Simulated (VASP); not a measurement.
# Pt (P6_3/mmc) in VASP: further runs

Pt is run at these levels: PBE; tasks: single point, relaxation of cell and atoms.

Program: VASP 6.6.1. These are calculated values, not measurements. Logs are shortened: lines on timing, memory, paths and dates and some standing lists are left out, and cuts for length are marked.

## (1) The cell of the first run

The structure is hexagonal, space group P6_3/mmc (No. 194). The conventional cell has a = 2.668 Å, b = 2.668 Å, c = 4.528 Å, α = 90.00°, β = 90.00°, γ = 120.00°. Within 3.5 Å of Pt (site symmetry -6m2) lie 12 Pt at 2.67 to 2.74 Å.

## (2) Single point, PBE

INCAR

```
SYSTEM = Pt
PREC = Accurate
ENCUT = 520
EDIFF = 1E-7
ISMEAR = -1
SIGMA = 0.1
LREAL = .FALSE.
LASPH = .TRUE.
NELM = 100
ALGO = Normal
ISIF = 2
LWAVE = .FALSE.
LCHARG = .TRUE.
GGA = PE
LELF = .TRUE.
LVHAR = .TRUE.
NBANDS = 17
```

KPOINTS

```
Automatic mesh
0
G
  16 16 9
  0 0 0
```

POSCAR

```
Pt
1.0
    2.6677738157      0.0000000000      0.0000000000
   -1.3338869078      2.3103598959      0.0000000000
    0.0000000000      0.0000000000      4.5275073707
Pt
2
Direct
    0.3333333333      0.6666666667      0.2500000000
    0.6666666667      0.3333333333      0.7500000000
```

Potentials or basis: VASP PAW PBE potentials, release 64 (Pt).

Launch:

```bash
cat potpaw_PBE.64/Pt/POTCAR > POTCAR
mpirun -np 1 vasp_std > vasp.out
```

OUTCAR:

```text
SYSTEM = Pt
   PREC = Accurate
   ENCUT = 520
   EDIFF = 1E-7
   ISMEAR = -1
   LREAL = .FALSE.
   LASPH = .TRUE.
   NELM = 100
   ISIF = 2
   GGA = PE

 ion  position               nearest neighbor table
   1  0.333  0.667  0.250-   2 2.74   2 2.74   2 2.74   2 2.74   2 2.74   2 2.74
   2  0.667  0.333  0.750-   1 2.74   1 2.74   1 2.74   1 2.74   1 2.74   1 2.74

  LATTYP: Found a hexagonal cell.
 ALAT       =     2.6677738157
 C/A-ratio  =     1.6971106561

  Lattice vectors:

 A1 = (   2.6677738157,   0.0000000000,   0.0000000000)
 A2 = (  -1.3338869078,   2.3103598959,   0.0000000000)
 A3 = (   0.0000000000,   0.0000000000,   4.5275073707)

Analysis of symmetry for initial positions (statically):
=====================================================================
 Subroutine PRICEL returns:
 Original cell was already a primitive cell.

 Routine SETGRP: Setting up the symmetry group for a
 hexagonal supercell.

 Subroutine GETGRP returns: Found 24 space group operations
 (whereof 12 operations were pure point group operations)
 out of a pool of 24 trial point group operations.

The static configuration has the point symmetry D_3d.
 The point group associated with its full space group is D_6h.

Analysis of symmetry for dynamics (positions and initial velocities):
=====================================================================
 Subroutine PRICEL returns:
 Original cell was already a primitive cell.

 Routine SETGRP: Setting up the symmetry group for a
 hexagonal supercell.

 Subroutine GETGRP returns: Found 24 space group operations
 (whereof 12 operations were pure point group operations)
 out of a pool of 24 trial point group operations.

The dynamic configuration has the point symmetry D_3d.
 The point group associated with its full space group is D_6h.

 Subroutine INISYM returns: Found 24 space group operations
 (whereof 12 operations are pure point group operations),
 and found     1 'primitive' translations

----------------------------------------------------------------------------------------

                                     Primitive cell

  volume of cell :      27.9054

  direct lattice vectors                    reciprocal lattice vectors
     2.667773816  0.000000000  0.000000000     0.374844372  0.216416499  0.000000000
    -1.333886908  2.310359896  0.000000000     0.000000000  0.432832998  0.000000000
     0.000000000  0.000000000  4.527507371     0.000000000  0.000000000  0.220872087

  length of vectors
     2.667773816  2.667773816  4.527507371     0.432832998  0.432832998  0.220872087

  position of ions in fractional coordinates (direct lattice)
     0.333333333  0.666666667  0.250000000
     0.666666667  0.333333333  0.750000000

  ion indices of the primitive-cell ions
   primitive index   ion index
                 1           1
                 2           2

----------------------------------------------------------------------------------------

 KPOINTS: Automatic mesh

Automatic generation of k-mesh.
 Grid dimensions read from file:
 generate k-points for:   16   16    9

 Generating k-lattice:

  Cartesian coordinates                     Fractional coordinates (reciprocal lattice)
     0.023427773  0.013526031  0.000000000     0.062500000  0.000000000  0.000000000
     0.000000000  0.027052062  0.000000000     0.000000000  0.062500000  0.000000000
     0.000000000  0.000000000  0.024541343     0.000000000  0.000000000  0.111111111

  Length of vectors
     0.027052062  0.027052062  0.024541343

  Shift w.r.t. Gamma in fractional coordinates (k-lattice)
     0.000000000  0.000000000  0.000000000

 Subroutine IBZKPT returns following result:
 ===========================================

 Found    150 irreducible k-points:

 Following reciprocal coordinates:
            Coordinates               Weight
  0.000000  0.000000  0.000000      1.000000
  0.062500 -0.000000  0.000000      6.000000
  0.125000 -0.000000  0.000000      6.000000
  0.187500 -0.000000  0.000000      6.000000
  0.250000 -0.000000  0.000000      6.000000
  0.312500 -0.000000  0.000000      6.000000
[... 16 lines left out ...]
  0.187500  0.187500  0.000000      6.000000
  0.250000  0.187500  0.000000     12.000000
 [... further k-points ...]
   k-points           NKPTS =    150   k-points in BZ     NKDIM =    150   number of bands    NBANDS=     17
   number of dos      NEDOS =    301   number of ions     NIONS =      2
   total plane-waves  NPLWV =  14400
   dimension x,y,z NGX =    20 NGY =   20 NGZ =   36
   dimension x,y,z NGXF=    40 NGYF=   40 NGZF=   72
   ions per type =               2
   NGX,Y,Z   is equivalent  to a cutoff of  12.46, 12.46, 13.22 a.u.
   NGXF,Y,Z  is equivalent  to a cutoff of  24.93, 24.93, 26.44 a.u.
 SYSTEM =  Pt
   PREC   = accura    normal or accurate (medium, high low for compatibility)
   ISTART =      0    job   : 0-new  1-cont  2-samecut
   ICHARG =      2    charge: 1-file 2-atom 10-const
   ISPIN  =      1    spin polarized calculation?
   LNONCOLLINEAR =      F non collinear calculations
   LSORBIT =      F    spin-orbit coupling
   LASPH  =      T    aspherical Exc in radial PAW
   ENCUT  =  520.0 eV  38.22 Ry    6.18 a.u.   4.96  4.96  8.42*2*pi/ulx,y,z
   NELM   =    100;   NELMIN=  2; NELMDL= -5     # of ELM steps
   EDIFF  = 0.1E-06   stopping-criterion for ELM
   LREAL  =      F    real-space projection
   EDIFFG = 0.1E-05   stopping-criterion for IOM
   NSW    =      0    number of steps for IOM
   IBRION =     -1    ionic relax: 0-MD 1-quasi-New 2-CG
   NFREE  =      0    steps in history (QN), initial steepest desc. (CG)
   ISIF   =      2    stress and relaxation
   ISYM   =      2    0-nonsym 1-usesym 2-fastsym
   POTIM  = 0.5000    time-step for ionic-motion
   TEBEG  =    0.0;   TEEND  =   0.0 temperature during run
   PSTRESS=    0.0 pullay stress
   NELECT =      20.0000    total number of electrons
   NUPDOWN=      -1.0000    fix difference up-down
   EMIN   =  10.00;   EMAX   =-10.00  energy-range for DOS
   EFERMI =   0.00;   METHOD = LEGACY
   ISMEAR =    -1;   SIGMA  =   0.10  broadening in eV -4-tet -1-fermi 0-gaus
   EFERMI_NEDOS =   21; number of points for ismear=-14 and -15
   IALGO  =     38    algorithm
   IMIX   =      4    mixing-type and parameters
     AMIX     =   0.40;   BMIX     =  1.00
     AMIX_MAG =   1.60;   BMIX_MAG =  1.00
  volume/ion in A,a.u.               =      13.95        94.16
  Fermi-wavevector in a.u.,A,eV,Ry     =   1.465061  2.768563 29.203576  2.146402
  Thomas-Fermi vector in A             =   2.580962
   LORBIT       =      0    0 simple, 1 ext, 2 COOP (PROOUT), +10 PAW based schemes
   GGA     = PE    functional components
   LHFCALC =     F    Hartree Fock is set to
   AEXX    =    0.0000 exact exchange contribution
   IVDW    =     0    specifies the selected vdW correction
   LEPSILON=     F    determine dielectric tensor
   LRPA    =     F    only Hartree local field effects (RPA)
 non-spin polarized calculation
  energy-cutoff  :      520.00
  volume of cell :       27.91
 maximum number of plane-waves:       769
 NGX is ok and might be reduce to    20
   NGX =  9   NGY =  9   NGZ = 17

 number of electron      20.0000002 magnetization

 Free energy of the ion-electron system (eV)
  ---------------------------------------------------
  ext. energy  EPLUGINS =         0.00000000
  ---------------------------------------------------
  free energy    TOTEN  =       -11.74181043 eV

  energy without entropy =      -11.63805325  energy(sigma->0) =      -11.68993184

 E-fermi :  12.8149     XC(G=0): -13.9596

 val. band max:       12.8129874886   @ k =   0.3750  -0.0000   0.2222
 cond. band min:      12.8159992611   @ k =   0.0625  -0.0000   0.2222
 fundamental gap:      0.0030117725
 Fermi energy:        12.8148712879

 k-point     1 :       0.0000    0.0000    0.0000
  band No.  band energies     occupation
      1       1.7036      2.00000
      2       4.5238      2.00000
      3       8.1857      2.00000
      4       8.6465      2.00000
      5       8.6465      2.00000
      6       9.1448      2.00000
[... 9 lines left out ...]
     16      30.1150      0.00000
     17      34.8889      0.00000

 k-point     2 :       0.0625   -0.0000    0.0000
  band No.  band energies     occupation
      1       1.8607      2.00000
      2       4.6676      2.00000
      3       8.1237      2.00000
      4       8.6806      2.00000
      5       8.7730      2.00000
      6       9.0614      2.00000
[... 9 lines left out ...]
     16      30.3744      0.00000
     17      33.9989      0.00000

 k-point     3 :       0.1250   -0.0000    0.0000
  band No.  band energies     occupation
      1       2.3156      2.00000
      2       5.0629      2.00000
      3       7.9073      2.00000
      4       8.7253      2.00000
      5       8.9944      2.00000
      6       9.1454      2.00000
[... 9 lines left out ...]
     16      30.8654      0.00000
     17      32.3541      0.00000

 k-point     4 :       0.1875   -0.0000    0.0000
  band No.  band energies     occupation
      1       3.0128      2.00000
      2       5.5601      2.00000
      3       7.6844      2.00000
      4       8.3725      2.00000
      5       8.4662      2.00000
      6       9.4046      2.00000
[... 9 lines left out ...]
     16      31.0342      0.00000
     17      31.0406      0.00000
[... 343 lines left out ...]
      1       5.5780      2.00000
      2       5.7505      2.00000
      3       5.9542      2.00000
      4       8.5763      2.00000
      5       8.7221      2.00000
      6       8.9517      2.00000
[... 9 lines left out ...]
     16      25.3171      0.00000
     17      27.0390      0.00000

 k-point    23 :       0.1875    0.1875    0.0000
  band No.  band energies     occupation
      1       5.0737      2.00000
      2       6.6887      2.00000
      3       6.8795      2.00000
      4       6.9123      2.00000
      5       8.4888      2.00000
      6       8.4996      2.00000
[... 9 lines left out ...]
     16      28.7874      0.00000
     17      31.1831      0.00000

 k-point    24 :       0.2500    0.1875    0.0000
  band No.  band energies     occupation
      1       5.7828      2.00000
      2       6.4805      2.00000
      3       6.4907      2.00000
      4       7.2698      2.00000
      5       8.3060      2.00000
      6       8.8353      2.00000
[... 9 lines left out ...]
     16      28.3284      0.00000
     17      29.4967      0.00000

 [... further k-points ...]
[... 5 lines left out ...]
  --------------------------------------------------------------------------------------
  -------------------------------------------------------------------------------------
  Total        7.0472887      7.0472887      7.0267952      0.0000000     -0.0000000      0.0000000
  in kB      404.6176638    404.6176637    403.4410336      0.0000000     -0.0000000      0.0000000
  external PRESSURE =     404.2254537 kB  Pullay stress =       0.0000000 kB

 VOLUME and BASIS-vectors are now :
 -----------------------------------------------------------------------------
  energy-cutoff  :      520.00
  volume of cell :       27.91
      direct lattice vectors                 reciprocal lattice vectors
     2.667773816  0.000000000  0.000000000     0.374844372  0.216416499  0.000000000
    -1.333886908  2.310359896  0.000000000     0.000000000  0.432832998  0.000000000
     0.000000000  0.000000000  4.527507371     0.000000000  0.000000000  0.220872087

 POSITION                                       TOTAL-FORCE (eV/Angst)
 -----------------------------------------------------------------------------------
     -0.00000      1.54024      1.13188        -0.000000      0.000000      0.000000
      1.33389      0.77012      3.39563         0.000000     -0.000000     -0.000000
 -----------------------------------------------------------------------------------
    total drift:                               -0.000000      0.000000     -0.000000

  FREE ENERGIE OF THE ION-ELECTRON SYSTEM (eV)
  ---------------------------------------------------
  free  energy   TOTEN  =       -11.7418104341 eV

  energy  without entropy=      -11.6380532463  energy(sigma->0) =      -11.68993184
```

Wall time 74 s (1 thread of Intel Xeon Platinum 8375C at 2.90GHz (Ice Lake), shared host); peak memory 0.18 GiB.

What came out:

```
Free energy            : -11.7418 eV
Pressure               : 40.4 GPa
Band gap on the k mesh : zero (band 10 reaches 13.36 eV, above the bottom of band 11 at 11.87 eV)
```

Stress tensor (GPa, compression positive):
```
40.46  0.00  0.00
 0.00 40.46  0.00
 0.00  0.00 40.34
```

Levels at points of the mesh, in eV from the Fermi level:
| k point | band 8 | band 9 | band 10 | band 11 | band 12 | band 13 |
| --- | --- | --- | --- | --- | --- | --- |
| (0.00, 0.00, 0.00) | -2.41 | -2.41 | -1.12 | -0.31 | -0.31 | 5.85 |
| (0.50, 0.00, 0.00) | 0.09 | 0.26 | 0.55 | 2.48 | 4.12 | 7.95 |

Caveat: spin-orbit coupling is left out, which moves the levels of the heavy elements.

## (3) Single point, PBE

INCAR

```
SYSTEM = Pt
PREC = Accurate ; ENCUT = 520
EDIFF = 1E-6 ; ISMEAR = -1
SIGMA = 0.1 ; LREAL = .FALSE.
LASPH = .TRUE. ; NELM = 100
ALGO = Normal ; ISIF = 2
LWAVE = .FALSE. ; LCHARG = .TRUE.
GGA = PE ; LELF = .TRUE.
LVHAR = .TRUE. ; NBANDS = 17
```

KPOINTS is that of step 2.

POSCAR

```
Pt
1.0
    2.6675273878      0.0000000000      0.0000000000
   -1.3337636939      2.3101464831      0.0000000000
    0.0000000000      0.0000000000      4.5274745194
Pt
2
Direct
    0.3333333333      0.6666666667      0.2500000000
    0.6666666667      0.3333333333      0.7500000000
```

Potentials or basis: VASP PAW PBE potentials, release 64 (Pt).

Launch:

```bash
cat potpaw_PBE.64/Pt/POTCAR > POTCAR
mpirun -np 1 vasp_std > vasp.out
```

OUTCAR:

```text
SYSTEM = Pt
   PREC = Accurate
   ENCUT = 520
   EDIFF = 1E-6
   ISMEAR = -1
   LREAL = .FALSE.
   LASPH = .TRUE.
   NELM = 100
   ISIF = 2
   GGA = PE

 ion  position               nearest neighbor table
   1  0.333  0.667  0.250-   2 2.74   2 2.74   2 2.74   2 2.74   2 2.74   2 2.74
   2  0.667  0.333  0.750-   1 2.74   1 2.74   1 2.74   1 2.74   1 2.74   1 2.74

  LATTYP: Found a hexagonal cell.
 ALAT       =     2.6675273878
 C/A-ratio  =     1.6972551210

  Lattice vectors:

 A1 = (   2.6675273878,   0.0000000000,   0.0000000000)
 A2 = (  -1.3337636939,   2.3101464831,   0.0000000000)
 A3 = (   0.0000000000,   0.0000000000,   4.5274745194)

Analysis of symmetry for initial positions (statically):
=====================================================================
 Subroutine PRICEL returns:
 Original cell was already a primitive cell.

 Routine SETGRP: Setting up the symmetry group for a
[... 157 lines left out ...]
 NGX is ok and might be reduce to    20
   NGX =  9   NGY =  9   NGZ = 17

 number of electron      20.0000002 magnetization

 Free energy of the ion-electron system (eV)
  ---------------------------------------------------
  ext. energy  EPLUGINS =         0.00000000
  ---------------------------------------------------
  free energy    TOTEN  =       -11.74045155 eV

  energy without entropy =      -11.63674767  energy(sigma->0) =      -11.68859961

 E-fermi :  12.8189     XC(G=0): -13.9607

 val. band max:       12.8169944372   @ k =   0.3750   0.0000   0.2222
 cond. band min:      12.8199080905   @ k =   0.0625   0.0000   0.2222
 fundamental gap:      0.0029136533
 Fermi energy:        12.8188570262

 k-point     1 :       0.0000    0.0000    0.0000
  band No.  band energies     occupation
      1       1.7053      2.00000
      2       4.5253      2.00000
      3       8.1875      2.00000
      4       8.6491      2.00000
      5       8.6491      2.00000
      6       9.1474      2.00000
[... 457 lines left out ...]
      4       7.2723      2.00000
      5       8.3087      2.00000
      6       8.8376      2.00000
[... 9 lines left out ...]
     16      28.3329      0.00000
     17      29.5028      0.00000

 [... further k-points ...]
[... 5 lines left out ...]
  --------------------------------------------------------------------------------------
  -------------------------------------------------------------------------------------
  Total        7.0632079      7.0632079      7.0370853      0.0000000      0.0000000      0.0000000
  in kB      405.6095305    405.6095304    404.1094220      0.0000000      0.0000000      0.0000000
  external PRESSURE =     405.1094943 kB  Pullay stress =       0.0000000 kB

 VOLUME and BASIS-vectors are now :
 -----------------------------------------------------------------------------
  energy-cutoff  :      520.00
  volume of cell :       27.90
      direct lattice vectors                 reciprocal lattice vectors
     2.667527388  0.000000000  0.000000000     0.374879000  0.216436492  0.000000000
    -1.333763694  2.310146483  0.000000000     0.000000000  0.432872983  0.000000000
     0.000000000  0.000000000  4.527474519     0.000000000  0.000000000  0.220873689

 POSITION                                       TOTAL-FORCE (eV/Angst)
 -----------------------------------------------------------------------------------
     -0.00000      1.54010      1.13187         0.000000      0.000000      0.000000
      1.33376      0.77005      3.39561        -0.000000      0.000000      0.000000
 -----------------------------------------------------------------------------------
    total drift:                               -0.000000      0.000000     -0.000000

  FREE ENERGIE OF THE ION-ELECTRON SYSTEM (eV)
  ---------------------------------------------------
  free  energy   TOTEN  =       -11.7404515457 eV

  energy  without entropy=      -11.6367476747  energy(sigma->0) =      -11.68859961
```

OSZICAR:

```text
N       E                     dE             d eps       ncg     rms          rms(c)
DAV:   1     0.106258990395E+03    0.10626E+03   -0.10639E+04  5108   0.115E+03
DAV:   2    -0.105706782253E+02   -0.11683E+03   -0.11136E+03  5527   0.255E+02
DAV:   3    -0.124470825213E+02   -0.18764E+01   -0.18583E+01  6406   0.324E+01
DAV:   4    -0.124563881836E+02   -0.93057E-02   -0.93043E-02  5970   0.235E+00
DAV:   5    -0.124564742538E+02   -0.86070E-04   -0.86070E-04  6408   0.233E-01    0.235E+01
DAV:   6    -0.118477562765E+02    0.60872E+00   -0.77768E-01  5345   0.813E+00    0.126E+01
DAV:   7    -0.117507231287E+02    0.97033E-01   -0.26010E-01  5883   0.470E+00    0.272E+00
DAV:   8    -0.117408413228E+02    0.98818E-02   -0.35126E-02  5591   0.161E+00    0.817E-01
DAV:   9    -0.117404368553E+02    0.40447E-03   -0.47439E-04  5993   0.190E-01    0.248E-02
DAV:  10    -0.117404504353E+02   -0.13580E-04   -0.94350E-06  6437   0.204E-02    0.660E-03
DAV:  11    -0.117404516583E+02   -0.12230E-05   -0.48986E-07  3493   0.574E-03    0.468E-03
DAV:  12    -0.117404515457E+02    0.11258E-06   -0.84577E-08  2806   0.270E-03
   1 F= -.11740452E+02 E0= -.11688600E+02  d E =-.103704E+00
```

Wall time 25 s (1 thread of Intel Xeon 6975P-C (Granite Rapids), shared host); peak memory 0.18 GiB.

Results:

```
Free energy            : -11.7405 eV
Pressure               : 40.5 GPa
Band gap on the k mesh : zero (band 10 reaches 13.37 eV, above the bottom of band 11 at 11.87 eV)
```

Levels at points of the mesh, in eV from the Fermi level:
```
           k point  band 7  band 8  band 9  band 10  band 11  band 12  band 13  band 14
(0.00, 0.00, 0.00)   -3.67   -2.41   -2.41    -1.12    -0.31    -0.31     5.85    14.71
(0.50, 0.00, 0.00)   -3.35    0.09    0.26     0.55     2.48     4.12     7.95     9.63
```

Caveat: spin-orbit coupling is left out, which moves the levels of the heavy elements.

(Continued in part 2 of 2.)
